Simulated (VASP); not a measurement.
# Re (R-3m) in VASP: notebook

The runs below take Re through electric field gradients, with PBE.

All numbers are computed with VASP 6.6.1; they aren't measurements. Logs are shortened: lines on timing, memory, paths and dates and some standing lists are left out, and cuts for length are marked.

### 1 The cell of the first run

Symmetry: R-3m, No. 166, trigonal system. Conventional cell: a = 2.768 Å, b = 2.768 Å, c = 20.297 Å, α = 90.00°, β = 90.00°, γ = 120.00°. Re (site symmetry -3m) has 12 Re at 2.76 to 2.77 Å within 3.6 Å. Re (site symmetry 3m) has 12 Re at 2.76 to 2.77 Å within 3.6 Å.

### 2 Electric field gradients, PBE (zz strain of +1 %)

INCAR

```
PREC     = Accurate       # precision mode
ENCUT    = 520            # plane-wave cutoff, eV
EDIFF    = 1E-8           # SCF threshold, eV
ISMEAR   = -1             # smearing method
SIGMA    = 0.05           # smearing width, eV
LREAL    = F              # projectors in reciprocal space
LASPH    = T              # aspherical terms in the spheres
NELM     = 60             # most SCF steps
ALGO     = Normal         # electronic algorithm
ISIF     = 2              # what is computed and relaxed
LWAVE    = F              # write WAVECAR
LCHARG   = F              # write CHGCAR
GGA      = PE             # functional
LEFG     = T            
NBANDS   = 18             # bands
```

KPOINTS

```
regular mesh
0
Gamma
  15 15 15
```

POSCAR

```
Re
1.0
    1.3839231524      0.7990084046      6.7655941694
   -1.3839231524      0.7990084046      6.7655941694
    0.0000000000     -1.5980168092      6.7655941694
Re
3
Direct
    0.0000000000      0.0000000000      0.0000000000
    0.2221738800      0.2221738800      0.2221738800
    0.7778261200      0.7778261200      0.7778261200
```

Potentials or basis: VASP PAW PBE potentials, release 64 (Re).

Started as:

```
$ cat potpaw_PBE.64/Re/POTCAR > POTCAR
$ mpirun -np 1 vasp_std > vasp.out
```

OUTCAR:

```text
PREC = Accurate
   ENCUT = 520
   EDIFF = 1E-8
   ISMEAR = -1
   LREAL = F
   LASPH = T
   NELM = 60
   ISIF = 2
   GGA = PE

 ion  position               nearest neighbor table
   1  0.000  0.000  0.000-   3 2.76   3 2.76   2 2.76   2 2.76   3 2.76   2 2.76
   2  0.222  0.222  0.222-   3 2.76   3 2.76   3 2.76   1 2.76   1 2.76   1 2.76
   3  0.778  0.778  0.778-   2 2.76   2 2.76   2 2.76   1 2.76   1 2.76   1 2.76

  LATTYP: Found a trigonal (rhomboedric) cell.
 ALAT       =     6.9517567699
 COS(alpha) =     0.9207380398

  Lattice vectors:

 A1 = (   1.3839231524,   0.7990084046,   6.7655941694)
 A2 = (  -1.3839231524,   0.7990084046,   6.7655941694)
 A3 = (   0.0000000000,  -1.5980168092,   6.7655941694)

Analysis of symmetry for initial positions (statically):
=====================================================================
 Subroutine PRICEL returns:
 Original cell was already a primitive cell.

 Routine SETGRP: Setting up the symmetry group for a
 trigonal (rhombohedral) supercell.

 Subroutine GETGRP returns: Found 12 space group operations
 (whereof 12 operations were pure point group operations)
 out of a pool of 12 trial point group operations.

The static configuration has the point symmetry D_3d.

Analysis of symmetry for dynamics (positions and initial velocities):
=====================================================================
 Subroutine PRICEL returns:
 Original cell was already a primitive cell.

 Routine SETGRP: Setting up the symmetry group for a
 trigonal (rhombohedral) supercell.

 Subroutine GETGRP returns: Found 12 space group operations
 (whereof 12 operations were pure point group operations)
 out of a pool of 12 trial point group operations.

The dynamic configuration has the point symmetry D_3d.

 Subroutine INISYM returns: Found 12 space group operations
 (whereof 12 operations are pure point group operations),
 and found     1 'primitive' translations

----------------------------------------------------------------------------------------

                                     Primitive cell

  volume of cell :      44.8870

  direct lattice vectors                    reciprocal lattice vectors
     1.383923152  0.799008405  6.765594169     0.361291737  0.208591882  0.049268893
    -1.383923152  0.799008405  6.765594169    -0.361291737  0.208591882  0.049268893
     0.000000000 -1.598016809  6.765594169     0.000000000 -0.417183764  0.049268893

  length of vectors
     6.951756770  6.951756770  6.951756770     0.420082987  0.420082987  0.420082987

  position of ions in fractional coordinates (direct lattice)
     0.000000000  0.000000000  0.000000000
     0.222173880  0.222173880  0.222173880
     0.777826120  0.777826120  0.777826120

  ion indices of the primitive-cell ions
   primitive index   ion index
                 1           1
                 2           2
                 3           3

----------------------------------------------------------------------------------------

 KPOINTS: regular mesh

Automatic generation of k-mesh.
 Grid dimensions read from file:
 generate k-points for:   15   15   15

 Generating k-lattice:

  Cartesian coordinates                     Fractional coordinates (reciprocal lattice)
     0.024086116  0.013906125  0.003284593     0.066666667 -0.000000000  0.000000000
    -0.024086116  0.013906125  0.003284593    -0.000000000  0.066666667  0.000000000
     0.000000000 -0.027812251  0.003284593     0.000000000  0.000000000  0.066666667

  Length of vectors
     0.028005532  0.028005532  0.028005532

  Shift w.r.t. Gamma in fractional coordinates (k-lattice)
     0.000000000  0.000000000  0.000000000

 Subroutine IBZKPT returns following result:
 ===========================================

 Found    344 irreducible k-points:

 Following reciprocal coordinates:
            Coordinates               Weight
  0.000000  0.000000  0.000000      1.000000
  0.066667  0.000000  0.000000      6.000000
  0.133333  0.000000 -0.000000      6.000000
  0.200000  0.000000  0.000000      6.000000
  0.266667  0.000000 -0.000000      6.000000
  0.333333  0.000000  0.000000      6.000000
[... 16 lines left out ...]
  0.133333  0.133333  0.000000      6.000000
  0.200000  0.133333  0.000000     12.000000
 [... further k-points ...]
   k-points           NKPTS =    344   k-points in BZ     NKDIM =    344   number of bands    NBANDS=     18
   number of dos      NEDOS =    301   number of ions     NIONS =      3
   total plane-waves  NPLWV = 157464
   dimension x,y,z NGX =    54 NGY =   54 NGZ =   54
   dimension x,y,z NGXF=   108 NGYF=  108 NGZF=  108
   ions per type =               3
   NGX,Y,Z   is equivalent  to a cutoff of  12.91, 12.91, 12.91 a.u.
   NGXF,Y,Z  is equivalent  to a cutoff of  25.83, 25.83, 25.83 a.u.
 SYSTEM =  unknown system
   PREC   = accura    normal or accurate (medium, high low for compatibility)
   ISTART =      0    job   : 0-new  1-cont  2-samecut
   ICHARG =      2    charge: 1-file 2-atom 10-const
   ISPIN  =      1    spin polarized calculation?
   LNONCOLLINEAR =      F non collinear calculations
   LSORBIT =      F    spin-orbit coupling
   LASPH  =      T    aspherical Exc in radial PAW
   ENCUT  =  520.0 eV  38.22 Ry    6.18 a.u.  12.93 12.93 12.93*2*pi/ulx,y,z
   NELM   =     60;   NELMIN=  2; NELMDL= -5     # of ELM steps
   EDIFF  = 0.1E-07   stopping-criterion for ELM
   LREAL  =      F    real-space projection
   EDIFFG = 0.1E-06   stopping-criterion for IOM
   NSW    =      0    number of steps for IOM
   IBRION =     -1    ionic relax: 0-MD 1-quasi-New 2-CG
   NFREE  =      0    steps in history (QN), initial steepest desc. (CG)
   ISIF   =      2    stress and relaxation
   ISYM   =      2    0-nonsym 1-usesym 2-fastsym
   POTIM  = 0.5000    time-step for ionic-motion
   TEBEG  =    0.0;   TEEND  =   0.0 temperature during run
   PSTRESS=    0.0 pullay stress
   NELECT =      21.0000    total number of electrons
   NUPDOWN=      -1.0000    fix difference up-down
   EMIN   =  10.00;   EMAX   =-10.00  energy-range for DOS
   EFERMI =   0.00;   METHOD = LEGACY
   ISMEAR =    -1;   SIGMA  =   0.05  broadening in eV -4-tet -1-fermi 0-gaus
   EFERMI_NEDOS =   21; number of points for ismear=-14 and -15
   IALGO  =     38    algorithm
   IMIX   =      4    mixing-type and parameters
     AMIX     =   0.40;   BMIX     =  1.00
     AMIX_MAG =   1.60;   BMIX_MAG =  1.00
  volume/ion in A,a.u.               =      14.96       100.97
  Fermi-wavevector in a.u.,A,eV,Ry     =   1.270889  2.401633 21.975584  1.615160
  Thomas-Fermi vector in A             =   2.403852
   LORBIT       =      0    0 simple, 1 ext, 2 COOP (PROOUT), +10 PAW based schemes
   GGA     = PE    functional components
   LHFCALC =     F    Hartree Fock is set to
   AEXX    =    0.0000 exact exchange contribution
   IVDW    =     0    specifies the selected vdW correction
   LEPSILON=     F    determine dielectric tensor
   LRPA    =     F    only Hartree local field effects (RPA)
 non-spin polarized calculation
  energy-cutoff  :      520.00
  volume of cell :       44.89
 maximum number of plane-waves:      1223
 NGX is ok and might be reduce to    54
   NGX = 25   NGY = 25   NGZ = 25

 number of electron      21.0000000 magnetization

 Free energy of the ion-electron system (eV)
  ---------------------------------------------------
  ext. energy  EPLUGINS =         0.00000000
  ---------------------------------------------------
  free energy    TOTEN  =       -37.24962618 eV

  energy without entropy =      -37.22816172  energy(sigma->0) =      -37.23889395

 E-fermi :   7.7800     XC(G=0): -13.6384

 val. band max:        7.7790345724   @ k =   0.2667   0.1333   0.0000
 cond. band min:       7.7805962668   @ k =  -0.1333   0.1333   0.0667
 fundamental gap:      0.0015616945
 Fermi energy:         7.7799989213

 k-point     1 :       0.0000    0.0000    0.0000
  band No.  band energies     occupation
      1      -2.0712      2.00000
      2       0.9459      2.00000
      3       1.0038      2.00000
      4       5.9017      2.00000
      5       5.9017      2.00000
      6       5.9034      2.00000
[... 10 lines left out ...]
     17      10.8353      0.00000
     18      10.8353      0.00000
[... 463 lines left out ...]
 k-point    24 :       0.2000    0.1333    0.0000
  band No.  band energies     occupation
      1      -0.8268      2.00000
      2       1.8126      2.00000
      3       2.2135      2.00000
      4       4.3633      2.00000
      5       4.5299      2.00000
      6       5.0955      2.00000
[... 10 lines left out ...]
     17      11.4624      0.00000
     18      12.4225      0.00000

 [... further k-points ...]
[... 5 lines left out ...]
  --------------------------------------------------------------------------------------
  -------------------------------------------------------------------------------------
  Total        0.2933220      0.2933220     -1.1255697      0.0000000      0.0000000      0.0000000
  in kB       10.4697115     10.4697115    -40.1756068      0.0000000      0.0000000      0.0000000
  external PRESSURE =      -6.4120613 kB  Pullay stress =       0.0000000 kB

 VOLUME and BASIS-vectors are now :
 -----------------------------------------------------------------------------
  energy-cutoff  :      520.00
  volume of cell :       44.89
      direct lattice vectors                 reciprocal lattice vectors
     1.383923152  0.799008405  6.765594169     0.361291737  0.208591882  0.049268893
    -1.383923152  0.799008405  6.765594169    -0.361291737  0.208591882  0.049268893
     0.000000000 -1.598016809  6.765594169     0.000000000 -0.417183764  0.049268893

 POSITION                                       TOTAL-FORCE (eV/Angst)
 -----------------------------------------------------------------------------------
      0.00000      0.00000      0.00000         0.000000     -0.000000      0.000000
      0.00000      0.00000      4.50941         0.000000      0.000000     -0.046258
      0.00000      0.00000     15.78737         0.000000     -0.000000      0.046258
 -----------------------------------------------------------------------------------
    total drift:                                0.000000     -0.000000     -0.000000

  FREE ENERGIE OF THE ION-ELECTRON SYSTEM (eV)
  ---------------------------------------------------
  free  energy   TOTEN  =       -37.2496261755 eV

  energy  without entropy=      -37.2281617181  energy(sigma->0) =      -37.23889395

 Electric field gradients (V/A^2)
---------------------------------------------------------------------
 ion       V_xx      V_yy      V_zz      V_xy      V_xz      V_yz
---------------------------------------------------------------------
   1      28.912    28.912   -57.823     0.000     0.000     0.000
   2       8.173     8.173   -16.345    -0.000    -0.000    -0.000
   3       8.173     8.173   -16.345    -0.000    -0.000    -0.000
---------------------------------------------------------------------

 Electric field gradients after diagonalization (V/A^2)
 (convention: |V_zz| > |V_xx| > |V_yy|)
----------------------------------------------------------------------
 ion       V_xx      V_yy      V_zz     asymmetry (V_yy - V_xx)/ V_zz
----------------------------------------------------------------------
   1      28.912    28.912   -57.823       0.000
   2       8.173     8.173   -16.345       0.000
   3       8.173     8.173   -16.345       0.000
----------------------------------------------------------------------

           NMR quadrupolar parameters

 Cq : quadrupolar parameter    Cq=e*Q*V_zz/h
 eta: asymmetry parameters     (V_yy - V_xx)/ V_zz
 Q  : nuclear electric quadrupole moment in mb (millibarn)
----------------------------------------------------------------------
 ion       Cq(MHz)       eta       Q (mb)
----------------------------------------------------------------------
   1      -0.140       0.000       1.000
   2      -0.040       0.000       1.000
   3      -0.040       0.000       1.000
----------------------------------------------------------------------
```

Run time: 31 min. Hardware: 1 thread of Intel Xeon Platinum 8259CL at 2.50GHz (Skylake/Cascade Lake), shared host; peak memory 0.56 GiB.

What came out:

| Property | Result |
| --- | --- |
| Free energy | -37.2496 eV |
| Pressure | -0.6 GPa |
| Largest force | 0.046 eV/Å |
| Band gap on the k mesh | zero (an odd number of electrons rules out a gap without spin polarisation) |
| Largest electric field gradient by atom | Re -57.8, -16.3 (each value once) V/Å² |

Forces on the atoms (eV/Å):
```
Re   0.000  0.000  0.000
Re   0.000  0.000 -0.046
Re   0.000  0.000  0.046
```

Stress tensor (GPa, compression positive):
```
 1.05  0.00  0.00
 0.00  1.05  0.00
 0.00  0.00 -4.02
```

Electric field gradients, principal values (V/Å²):
| atom | least | middle | greatest (by size) |
| --- | --- | --- | --- |
| 1 Re | 28.912 | 28.912 | -57.823 |
| 2 Re | 8.173 | 8.173 | -16.345 |
| 3 Re | 8.173 | 8.173 | -16.345 |

Caveat: the cell differs from its parent crystal (zz strain of +1 %); the stress differs along the axes, from -4 to 1 GPa; without QUAD_EFG the Cq values of the log hold for a quadrupole moment of 1 mb, not for the nuclei; spin-orbit coupling is left out, which moves the levels of the heavy elements.

(Continued in part 2 of 2.)
